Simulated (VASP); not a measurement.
# TaN (P6_3mc) in VASP: notebook

Runs on TaN. Level: PBEsol. Tasks: single point.

Everything below comes from runs of VASP 6.6.1. Logs are shortened: lines on timing, memory, paths and dates and some standing lists are left out, and cuts for length are marked.

### Step 1. The cell of the first run

Symmetry: P6_3mc, No. 186, hexagonal system. The conventional cell has a = 2.959 Å, b = 2.959 Å, c = 4.792 Å, α = 90.00°, β = 90.00°, γ = 120.00°. Within 2.4 Å of Ta (site symmetry 3m) lie 4 N at 1.79 to 1.84 Å. Within 2.4 Å of N (site symmetry 3m) lie 4 Ta at 1.79 to 1.84 Å.

### Step 2. Single point, PBEsol (strain -0.030 along x and y, -0.030 along z)

INCAR reads:

```
PREC     = Accurate       # precision mode
ENCUT    = 520            # plane-wave cutoff, eV
EDIFF    = 1E-7           # SCF threshold, eV
ISMEAR   = 0              # smearing method
SIGMA    = 0.15           # smearing width, eV
LREAL    = F              # projectors in reciprocal space
LASPH    = T              # aspherical terms in the spheres
NELM     = 80             # most SCF steps
ALGO     = Normal         # electronic algorithm
ISIF     = 2              # what is computed and relaxed
LWAVE    = F              # write WAVECAR
LCHARG   = F              # write CHGCAR
GGA      = PS             # functional
NBANDS   = 24             # bands
```

KPOINTS reads:

```
Automatic mesh
0
Gamma
  18 18 10
```

POSCAR reads:

```
TaN
1.0
    2.9585010578      0.0000000000      0.0000000000
   -1.4792505289      2.5621370732      0.0000000000
    0.0000000000      0.0000000000      4.7918000000
Ta N
2 2
Direct
    0.3333333333      0.6666666667      0.0000000000
    0.6666666667      0.3333333333      0.5000000000
    0.3333333333      0.6666666667      0.3850000000
    0.6666666667      0.3333333333      0.8850000000
```

Potentials or basis: VASP PAW PBE potentials, release 64 (Ta_pv, N).

On the command line:

```sh
$ cat potpaw_PBE.64/Ta_pv/POTCAR potpaw_PBE.64/N/POTCAR > POTCAR
$ mpirun -np 1 vasp_std > vasp.out
```

OUTCAR:

```text
PREC = Accurate
   ENCUT = 520
   EDIFF = 1E-7
   ISMEAR = 0
   LREAL = F
   LASPH = T
   NELM = 80
   ISIF = 2
   GGA = PS

 ion  position               nearest neighbor table
   1  0.333  0.667  0.000-   4 1.79   4 1.79   4 1.79   3 1.84   2 2.94   2 2.94   2 2.94   2 2.94
                             2 2.94   2 2.94
   2  0.667  0.333  0.500-   3 1.79   3 1.79   3 1.79   4 1.84   1 2.94   1 2.94   1 2.94   1 2.94
                             1 2.94   1 2.94
   3  0.333  0.667  0.385-   2 1.79   2 1.79   2 1.79   1 1.84
   4  0.667  0.333  0.885-   1 1.79   1 1.79   1 1.79   2 1.84

  LATTYP: Found a hexagonal cell.
 ALAT       =     2.9585010578
 C/A-ratio  =     1.6196715520

  Lattice vectors:

 A1 = (   2.9585010578,   0.0000000000,   0.0000000000)
 A2 = (  -1.4792505289,   2.5621370732,   0.0000000000)
 A3 = (   0.0000000000,   0.0000000000,   4.7918000000)

Analysis of symmetry for initial positions (statically):
=====================================================================
 Subroutine PRICEL returns:
 Original cell was already a primitive cell.

 Routine SETGRP: Setting up the symmetry group for a
 hexagonal supercell.

 Subroutine GETGRP returns: Found 12 space group operations
 (whereof  6 operations were pure point group operations)
 out of a pool of 24 trial point group operations.

The static configuration has the point symmetry C_3v.
 The point group associated with its full space group is C_6v.

Analysis of symmetry for dynamics (positions and initial velocities):
=====================================================================
 Subroutine PRICEL returns:
 Original cell was already a primitive cell.

 Routine SETGRP: Setting up the symmetry group for a
 hexagonal supercell.

 Subroutine GETGRP returns: Found 12 space group operations
 (whereof  6 operations were pure point group operations)
 out of a pool of 24 trial point group operations.

The dynamic configuration has the point symmetry C_3v.
 The point group associated with its full space group is C_6v.

 Subroutine INISYM returns: Found 12 space group operations
 (whereof  6 operations are pure point group operations),
 and found     1 'primitive' translations

----------------------------------------------------------------------------------------

                                     Primitive cell

  volume of cell :      36.3223

  direct lattice vectors                    reciprocal lattice vectors
     2.958501058  0.000000000  0.000000000     0.338009005  0.195149590  0.000000000
    -1.479250529  2.562137073  0.000000000     0.000000000  0.390299181  0.000000000
     0.000000000  0.000000000  4.791800000     0.000000000  0.000000000  0.208689845

  length of vectors
     2.958501058  2.958501058  4.791800000     0.390299181  0.390299181  0.208689845

  position of ions in fractional coordinates (direct lattice)
     0.333333333  0.666666667  0.000000000
     0.666666667  0.333333333  0.500000000
     0.333333333  0.666666667  0.385000000
     0.666666667  0.333333333  0.885000000

  ion indices of the primitive-cell ions
   primitive index   ion index
                 1           1
                 2           2
                 3           3
                 4           4

----------------------------------------------------------------------------------------

 KPOINTS: Automatic mesh

Automatic generation of k-mesh.
 Grid dimensions read from file:
 generate k-points for:   18   18   10

 Generating k-lattice:

  Cartesian coordinates                     Fractional coordinates (reciprocal lattice)
     0.018778278  0.010841644  0.000000000     0.055555556 -0.000000000  0.000000000
     0.000000000  0.021683288  0.000000000     0.000000000  0.055555556  0.000000000
     0.000000000  0.000000000  0.020868985     0.000000000  0.000000000  0.100000000

  Length of vectors
     0.021683288  0.021683288  0.020868985

  Shift w.r.t. Gamma in fractional coordinates (k-lattice)
     0.000000000  0.000000000  0.000000000

 Subroutine IBZKPT returns following result:
 ===========================================

 Found    222 irreducible k-points:

 Following reciprocal coordinates:
            Coordinates               Weight
  0.000000  0.000000  0.000000      1.000000
  0.055556  0.000000  0.000000      6.000000
  0.111111  0.000000  0.000000      6.000000
  0.166667  0.000000  0.000000      6.000000
  0.222222  0.000000  0.000000      6.000000
  0.277778  0.000000  0.000000      6.000000
[... 16 lines left out ...]
  0.333333  0.111111  0.000000     12.000000
  0.388889  0.111111  0.000000     12.000000
 [... further k-points ...]
   k-points           NKPTS =    222   k-points in BZ     NKDIM =    222   number of bands    NBANDS=     24
   number of dos      NEDOS =    301   number of ions     NIONS =      4
   total plane-waves  NPLWV =  20736
   dimension x,y,z NGX =    24 NGY =   24 NGZ =   36
   dimension x,y,z NGXF=    48 NGYF=   48 NGZF=   72
   ions per type =               2   2
   NGX,Y,Z   is equivalent  to a cutoff of  13.49, 13.49, 12.49 a.u.
   NGXF,Y,Z  is equivalent  to a cutoff of  26.97, 26.97, 24.98 a.u.
 SYSTEM =  unknown system
   PREC   = accura    normal or accurate (medium, high low for compatibility)
   ISTART =      0    job   : 0-new  1-cont  2-samecut
   ICHARG =      2    charge: 1-file 2-atom 10-const
   ISPIN  =      1    spin polarized calculation?
   LNONCOLLINEAR =      F non collinear calculations
   LSORBIT =      F    spin-orbit coupling
   LASPH  =      T    aspherical Exc in radial PAW
   ENCUT  =  520.0 eV  38.22 Ry    6.18 a.u.   5.50  5.50  8.91*2*pi/ulx,y,z
   NELM   =     80;   NELMIN=  2; NELMDL= -5     # of ELM steps
   EDIFF  = 0.1E-06   stopping-criterion for ELM
   LREAL  =      F    real-space projection
   EDIFFG = 0.1E-05   stopping-criterion for IOM
   NSW    =      0    number of steps for IOM
   IBRION =     -1    ionic relax: 0-MD 1-quasi-New 2-CG
   NFREE  =      0    steps in history (QN), initial steepest desc. (CG)
   ISIF   =      2    stress and relaxation
   ISYM   =      2    0-nonsym 1-usesym 2-fastsym
   POTIM  = 0.5000    time-step for ionic-motion
   TEBEG  =    0.0;   TEEND  =   0.0 temperature during run
   PSTRESS=    0.0 pullay stress
   NELECT =      32.0000    total number of electrons
   NUPDOWN=      -1.0000    fix difference up-down
   EMIN   =  10.00;   EMAX   =-10.00  energy-range for DOS
   EFERMI =   0.00;   METHOD = LEGACY
   ISMEAR =     0;   SIGMA  =   0.15  broadening in eV -4-tet -1-fermi 0-gaus
   EFERMI_NEDOS =   21; number of points for ismear=-14 and -15
   IALGO  =     38    algorithm
   IMIX   =      4    mixing-type and parameters
     AMIX     =   0.40;   BMIX     =  1.00
     AMIX_MAG =   1.60;   BMIX_MAG =  1.00
  volume/ion in A,a.u.               =       9.08        61.28
  Fermi-wavevector in a.u.,A,eV,Ry     =   1.569401  2.965738 33.511411  2.463019
  Thomas-Fermi vector in A             =   2.671289
   LORBIT       =      0    0 simple, 1 ext, 2 COOP (PROOUT), +10 PAW based schemes
   GGA     = PS    functional components
   LHFCALC =     F    Hartree Fock is set to
   AEXX    =    0.0000 exact exchange contribution
   IVDW    =     0    specifies the selected vdW correction
   LEPSILON=     F    determine dielectric tensor
   LRPA    =     F    only Hartree local field effects (RPA)
 non-spin polarized calculation
 Gauss-broadening in eV      SIGMA  =   0.15
  energy-cutoff  :      520.00
  volume of cell :       36.32
 maximum number of plane-waves:      1002
 NGX is ok and might be reduce to    24
   NGX = 11   NGY = 11   NGZ = 17

 number of electron      32.0000003 magnetization

 Free energy of the ion-electron system (eV)
  ---------------------------------------------------
  ext. energy  EPLUGINS =         0.00000000
  ---------------------------------------------------
  free energy    TOTEN  =       -37.24062208 eV

  energy without entropy =      -37.22630825  energy(sigma->0) =      -37.23346517

 E-fermi :  10.6717     XC(G=0): -14.2097

 val. band max:       10.6698113741   @ k =   0.3889   0.1111   0.0000
 cond. band min:      10.6748513364   @ k =   0.3333   0.1111   0.3000
 fundamental gap:      0.0050399622
 Fermi energy:        10.6716519893

 k-point     1 :       0.0000    0.0000    0.0000
  band No.  band energies     occupation
      1     -25.7177      2.00000
      2     -24.2098      2.00000
      3     -24.2098      2.00000
      4     -23.9444      2.00000
      5     -23.9444      2.00000
      6     -23.8456      2.00000
[... 16 lines left out ...]
     23      18.0163      0.00000
     24      18.0163      0.00000

 k-point     2 :       0.0556    0.0000    0.0000
  band No.  band energies     occupation
      1     -25.7027      2.00000
      2     -24.2560      2.00000
      3     -24.2231      2.00000
      4     -23.9981      2.00000
      5     -23.9518      2.00000
      6     -23.8528      2.00000
[... 16 lines left out ...]
     23      18.0167      0.00000
     24      18.1318      0.00000

 k-point     3 :       0.1111    0.0000    0.0000
  band No.  band energies     occupation
      1     -25.6593      2.00000
      2     -24.3869      2.00000
      3     -24.2610      2.00000
      4     -24.1488      2.00000
      5     -23.9733      2.00000
      6     -23.8744      2.00000
[... 16 lines left out ...]
     23      18.0240      0.00000
     24      18.5775      0.00000
[... 514 lines left out ...]
 k-point    23 :       0.3333    0.1111    0.0000
  band No.  band energies     occupation
      1     -25.5559      2.00000
      2     -25.3127      2.00000
      3     -24.9427      2.00000
      4     -24.6558      2.00000
      5     -24.2712      2.00000
      6     -24.2093      2.00000
[... 16 lines left out ...]
     23      18.2362      0.00000
     24      19.4204      0.00000

 k-point    24 :       0.3889    0.1111    0.0000
  band No.  band energies     occupation
      1     -25.6408      2.00000
      2     -25.3969      2.00000
      3     -24.8806      2.00000
      4     -24.6910      2.00000
      5     -24.3058      2.00000
      6     -24.2767      2.00000
[... 16 lines left out ...]
     23      18.0667      0.00000
     24      18.8986      0.00000

 [... further k-points ...]

------------------------ aborting loop because EDIFF is reached ----------------------------------------

  FORCE on cell =-STRESS in cart. coord.  units (eV):
  Direction    XX          YY          ZZ          XY          YZ          ZX
  --------------------------------------------------------------------------------------
  -------------------------------------------------------------------------------------
  Total       49.6202466     49.6202466     40.8976920     -0.0000000     -0.0000000      0.0000000
  in kB     2188.7528688   2188.7528689   1804.0003163     -0.0000000     -0.0000000      0.0000000
  external PRESSURE =    2060.5020180 kB  Pullay stress =       0.0000000 kB

 VOLUME and BASIS-vectors are now :
 -----------------------------------------------------------------------------
  energy-cutoff  :      520.00
  volume of cell :       36.32
      direct lattice vectors                 reciprocal lattice vectors
     2.958501058  0.000000000  0.000000000     0.338009005  0.195149590  0.000000000
    -1.479250529  2.562137073  0.000000000     0.000000000  0.390299181  0.000000000
     0.000000000  0.000000000  4.791800000     0.000000000  0.000000000  0.208689845

 POSITION                                       TOTAL-FORCE (eV/Angst)
 -----------------------------------------------------------------------------------
     -0.00000      1.70809      0.00000         0.000000     -0.000000      2.668998
      1.47925      0.85405      2.39590         0.000000     -0.000000      2.668998
     -0.00000      1.70809      1.84484         0.000000      0.000000     -2.668998
      1.47925      0.85405      4.24074        -0.000000      0.000000     -2.668998
 -----------------------------------------------------------------------------------
    total drift:                               -0.000000     -0.000000      0.000006

  FREE ENERGIE OF THE ION-ELECTRON SYSTEM (eV)
  ---------------------------------------------------
  free  energy   TOTEN  =       -37.2406220816 eV

  energy  without entropy=      -37.2263082525  energy(sigma->0) =      -37.23346517
```

Wall time 1.9 min (1 thread of AMD EPYC 9R45 (Zen 5), shared host); peak memory 0.25 GiB.

What came out:

```yaml
Free_energy: -37.2406 eV
Pressure: 206.1 GPa
Largest_force: 2.669 eV/Å
Band_gap_on_the_k_mesh: zero (bands 16 and 17 overlap by 3.17 eV)
```

Forces in eV/Å, atoms in the order of the input:
```
Ta   0.000  0.000  2.669
Ta   0.000  0.000  2.669
N    0.000  0.000 -2.669
N    0.000  0.000 -2.669
```

Caveat: the cell differs from its parent crystal (strain -0.030 along x and y, -0.030 along z); the stress differs along the axes, from 180 to 219 GPa; the PAW data sets were made with another functional, which shifts forces and pressure a little; spin-orbit coupling is left out, which moves the levels of the heavy elements.

(Part 1 of 2 ends here.)
